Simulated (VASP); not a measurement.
# TiTe2 (P-1) in VASP: further runs, part 2 of 2

VASP 6.6.1. The steps go on from the part before.

## (3) Single point, PBE (strain +0.0375 x Voigt [0, 0, 0, 0, 1, 0])

The input, INCAR:

```
ALGO     = Normal         # electronic algorithm
EDIFF    = 1E-7           # SCF threshold, eV
ENCUT    = 520            # plane-wave cutoff, eV
GGA      = PE             # functional
ISIF     = 2              # what is computed and relaxed
ISMEAR   = 0              # smearing method
LASPH    = True           # aspherical terms in the spheres
LCHARG   = True           # write CHGCAR
LELF     = True           # ELF
LREAL    = False          # projectors in reciprocal space
LVHAR    = True         
LWAVE    = False          # write WAVECAR
NBANDS   = 19             # bands
NELM     = 100            # most SCF steps
PREC     = Accurate       # precision mode
SIGMA    = 0.15           # smearing width, eV
```

The input, KPOINTS:

```
k-points
0
Gamma
  12 12 8
```

The input, POSCAR:

```
TiTe2
1.0
    3.7770008876      0.0000000000      0.0708187666
   -1.8885004438      3.2709787188     -0.0354093833
    0.1218375000      0.0000000000      6.4980000000
Ti Te
1 2
Direct
    0.0000000000      0.0000000000      0.0000000000
    0.6666666667      0.3333333333      0.2628000000
    0.3333333333      0.6666666667      0.7372000000
```

Potentials or basis: VASP PAW PBE potentials, release 64 (Ti_sv, Te).

Started as:

```
$ cat potpaw_PBE.64/Ti_sv/POTCAR potpaw_PBE.64/Te/POTCAR > POTCAR
$ mpirun -np 1 vasp_std > vasp.out
```

OUTCAR:

```text
EDIFF = 1E-7
   ENCUT = 520
   GGA = PE
   ISIF = 2
   ISMEAR = 0
   LASPH = True
   LREAL = False
   NELM = 100
   PREC = Accurate

 ion  position               nearest neighbor table
   1  0.000  0.000  0.000-   2 2.73   3 2.73   3 2.77   2 2.77   2 2.81   3 2.81
   2  0.667  0.333  0.263-   1 2.73   1 2.77   1 2.81
   3  0.333  0.667  0.737-   1 2.73   1 2.77   1 2.81

  LATTYP: Found a base centered monoclinic cell.
 ALAT       =     3.7776647552
 B/A-ratio  =     1.7317464258
 C/A-ratio  =     1.7204126219
 COS(beta)  =    -0.0374868210

  Lattice vectors:

 A1 = (  -1.8885004438,   3.2709787188,  -0.0354093833)
 A2 = (  -1.8885004438,  -3.2709787188,  -0.0354093833)
 A3 = (   0.1218375000,   0.0000000000,   6.4980000000)

Analysis of symmetry for initial positions (statically):
=====================================================================
 Subroutine PRICEL returns:
 Original cell was already a primitive cell.

 Routine SETGRP: Setting up the symmetry group for a
 base centered monoclinic supercell.

 Subroutine GETGRP returns: Found  2 space group operations
 (whereof  2 operations were pure point group operations)
 out of a pool of  4 trial point group operations.

The static configuration has the point symmetry S_2 .

Analysis of symmetry for dynamics (positions and initial velocities):
=====================================================================
 Subroutine PRICEL returns:
 Original cell was already a primitive cell.

 Routine SETGRP: Setting up the symmetry group for a
 base centered monoclinic supercell.

 Subroutine GETGRP returns: Found  2 space group operations
 (whereof  2 operations were pure point group operations)
 out of a pool of  4 trial point group operations.

The dynamic configuration has the point symmetry S_2 .

 Subroutine INISYM returns: Found  2 space group operations
 (whereof  2 operations are pure point group operations),
 and found     1 'primitive' translations

----------------------------------------------------------------------------------------

                                     Primitive cell

  volume of cell :      80.2512

  direct lattice vectors                    reciprocal lattice vectors
     3.777000888  0.000000000  0.070818767     0.264853442  0.152859448 -0.004966002
    -1.888500444  3.270978719 -0.035409383     0.000000000  0.305718895  0.000000000
     0.121837500  0.000000000  6.498000000    -0.002886518  0.000000000  0.153947628

  length of vectors
     3.777664755  3.777166865  6.499142126     0.305839856  0.305718895  0.153974687

  position of ions in fractional coordinates (direct lattice)
     0.000000000  0.000000000  0.000000000
     0.666666667  0.333333333  0.262800000
     0.333333333  0.666666667  0.737200000

  ion indices of the primitive-cell ions
   primitive index   ion index
                 1           1
                 2           2
                 3           3

----------------------------------------------------------------------------------------

 KPOINTS: k-points

Automatic generation of k-mesh.
 Grid dimensions read from file:
 generate k-points for:   12   12    8

 Generating k-lattice:

  Cartesian coordinates                     Fractional coordinates (reciprocal lattice)
     0.022071120  0.012738287 -0.000413834     0.083333333 -0.000000000  0.000000000
     0.000000000  0.025476575  0.000000000     0.000000000  0.083333333  0.000000000
    -0.000360815  0.000000000  0.019243453     0.000000000  0.000000000  0.125000000

  Length of vectors
     0.025486655  0.025476575  0.019246836

  Shift w.r.t. Gamma in fractional coordinates (k-lattice)
     0.000000000  0.000000000  0.000000000

 Subroutine IBZKPT returns following result:
 ===========================================

 Found    580 irreducible k-points:

 Following reciprocal coordinates:
            Coordinates               Weight
  0.000000  0.000000  0.000000      1.000000
  0.083333 -0.000000  0.000000      2.000000
 -0.083333  0.083333  0.000000      2.000000
  0.166667 -0.000000  0.000000      2.000000
 -0.166667  0.166667  0.000000      2.000000
  0.250000 -0.000000 -0.000000      2.000000
[... 16 lines left out ...]
  0.416667  0.083333 -0.000000      2.000000
 -0.416667  0.500000  0.000000      2.000000
 [... further k-points ...]
   k-points           NKPTS =    580   k-points in BZ     NKDIM =    580   number of bands    NBANDS=     19
   number of dos      NEDOS =    301   number of ions     NIONS =      3
   total plane-waves  NPLWV =  37632
   dimension x,y,z NGX =    28 NGY =   28 NGZ =   48
   dimension x,y,z NGXF=    56 NGYF=   56 NGZF=   96
   ions per type =               1   2
   NGX,Y,Z   is equivalent  to a cutoff of  12.32, 12.32, 12.28 a.u.
   NGXF,Y,Z  is equivalent  to a cutoff of  24.64, 24.65, 24.56 a.u.
 SYSTEM =  unknown system
   PREC   = accura    normal or accurate (medium, high low for compatibility)
   ISTART =      0    job   : 0-new  1-cont  2-samecut
   ICHARG =      2    charge: 1-file 2-atom 10-const
   ISPIN  =      1    spin polarized calculation?
   LNONCOLLINEAR =      F non collinear calculations
   LSORBIT =      F    spin-orbit coupling
   LASPH  =      T    aspherical Exc in radial PAW
   ENCUT  =  520.0 eV  38.22 Ry    6.18 a.u.   7.02  7.02 12.08*2*pi/ulx,y,z
   NELM   =    100;   NELMIN=  2; NELMDL= -5     # of ELM steps
   EDIFF  = 0.1E-06   stopping-criterion for ELM
   LREAL  =      F    real-space projection
   EDIFFG = 0.1E-05   stopping-criterion for IOM
   NSW    =      0    number of steps for IOM
   IBRION =     -1    ionic relax: 0-MD 1-quasi-New 2-CG
   NFREE  =      0    steps in history (QN), initial steepest desc. (CG)
   ISIF   =      2    stress and relaxation
   ISYM   =      2    0-nonsym 1-usesym 2-fastsym
   POTIM  = 0.5000    time-step for ionic-motion
   TEBEG  =    0.0;   TEEND  =   0.0 temperature during run
   PSTRESS=    0.0 pullay stress
   NELECT =      24.0000    total number of electrons
   NUPDOWN=      -1.0000    fix difference up-down
   EMIN   =  10.00;   EMAX   =-10.00  energy-range for DOS
   EFERMI =   0.00;   METHOD = LEGACY
   ISMEAR =     0;   SIGMA  =   0.15  broadening in eV -4-tet -1-fermi 0-gaus
   EFERMI_NEDOS =   21; number of points for ismear=-14 and -15
   IALGO  =     38    algorithm
   IMIX   =      4    mixing-type and parameters
     AMIX     =   0.40;   BMIX     =  1.00
     AMIX_MAG =   1.60;   BMIX_MAG =  1.00
  volume/ion in A,a.u.               =      26.75       180.52
  Fermi-wavevector in a.u.,A,eV,Ry     =   1.094783  2.068840 16.307255  1.198549
  Thomas-Fermi vector in A             =   2.231094
   LORBIT       =      0    0 simple, 1 ext, 2 COOP (PROOUT), +10 PAW based schemes
   GGA     = PE    functional components
   LHFCALC =     F    Hartree Fock is set to
   AEXX    =    0.0000 exact exchange contribution
   IVDW    =     0    specifies the selected vdW correction
   LEPSILON=     F    determine dielectric tensor
   LRPA    =     F    only Hartree local field effects (RPA)
 non-spin polarized calculation
 Gauss-broadening in eV      SIGMA  =   0.15
  energy-cutoff  :      520.00
  volume of cell :       80.25
 maximum number of plane-waves:      2179
   NGX = 13   NGY = 13   NGZ = 25

 number of electron      23.9999998 magnetization

 Free energy of the ion-electron system (eV)
  ---------------------------------------------------
  ext. energy  EPLUGINS =         0.00000000
  ---------------------------------------------------
  free energy    TOTEN  =       -16.19112771 eV

  energy without entropy =      -16.17568328  energy(sigma->0) =      -16.18340549

 E-fermi :   6.8454     XC(G=0):  -9.8611

 val. band max:        6.8451477294   @ k =  -0.0833   0.0000   0.3750
 cond. band min:       6.8475863794   @ k =  -0.4167  -0.0000   0.3750
 fundamental gap:      0.0024386500
 Fermi energy:         6.8454051478

 k-point     1 :       0.0000    0.0000    0.0000
  band No.  band energies     occupation
      1     -50.6534      2.00000
      2     -26.9190      2.00000
      3     -26.9081      2.00000
      4     -26.8685      2.00000
      5      -5.5824      2.00000
      6      -4.0737      2.00000
[... 11 lines left out ...]
     18      11.9284      0.00000
     19      12.7737      0.00000
[... 489 lines left out ...]
      3     -26.9290      2.00000
      4     -26.8585      2.00000
      5      -3.8697      2.00000
      6      -3.5846      2.00000
[... 11 lines left out ...]
     18      12.3590      0.00000
     19      12.7712      0.00000

 [... further k-points ...]

------------------------ aborting loop because EDIFF is reached ----------------------------------------

  FORCE on cell =-STRESS in cart. coord.  units (eV):
  Direction    XX          YY          ZZ          XY          YZ          ZX
  --------------------------------------------------------------------------------------
  -------------------------------------------------------------------------------------
  Total        0.3764358      0.3258661      0.8618584     -0.3563630      0.0555320     -1.0673907
  in kB        7.5153577      6.5057586     17.2065852     -7.1146147      1.1086691    -21.3099377
  external PRESSURE =      10.4092338 kB  Pullay stress =       0.0000000 kB

 VOLUME and BASIS-vectors are now :
 -----------------------------------------------------------------------------
  energy-cutoff  :      520.00
  volume of cell :       80.25
      direct lattice vectors                 reciprocal lattice vectors
     3.777000888  0.000000000  0.070818767     0.264853442  0.152859448 -0.004966002
    -1.888500444  3.270978719 -0.035409383     0.000000000  0.305718895  0.000000000
     0.121837500  0.000000000  6.498000000    -0.002886518  0.000000000  0.153947628

 POSITION                                       TOTAL-FORCE (eV/Angst)
 -----------------------------------------------------------------------------------
      0.00000      0.00000      0.00000         0.000000      0.000000      0.000000
      1.92052      1.09033      1.74308        -0.251992      0.013220      0.059412
      0.08982      2.18065      4.79033         0.251992     -0.013220     -0.059412
 -----------------------------------------------------------------------------------
    total drift:                                0.000000     -0.000000     -0.000000

  FREE ENERGIE OF THE ION-ELECTRON SYSTEM (eV)
  ---------------------------------------------------
  free  energy   TOTEN  =       -16.1911277089 eV

  energy  without entropy=      -16.1756832781  energy(sigma->0) =      -16.18340549
```

Wall time 17 min (1 thread of Intel Xeon 6975P-C, shared host); peak memory 0.88 GiB.

Results:

```
Free energy            : -16.1911 eV
Pressure               : 1.0 GPa
Largest force          : 0.259 eV/Å
Band gap on the k mesh : zero (band 12 reaches 7.25 eV, above the bottom of band 13 at 6.52 eV)
```

Forces on the atoms (eV/Å):
```
Ti   0.000  0.000  0.000
Te  -0.252  0.013  0.059
Te   0.252 -0.013 -0.059
```

Caveat: the cell differs from its parent crystal (strain +0.0375 x Voigt [0, 0, 0, 0, 1, 0]); spin-orbit coupling is left out, which moves the levels of the heavy elements.
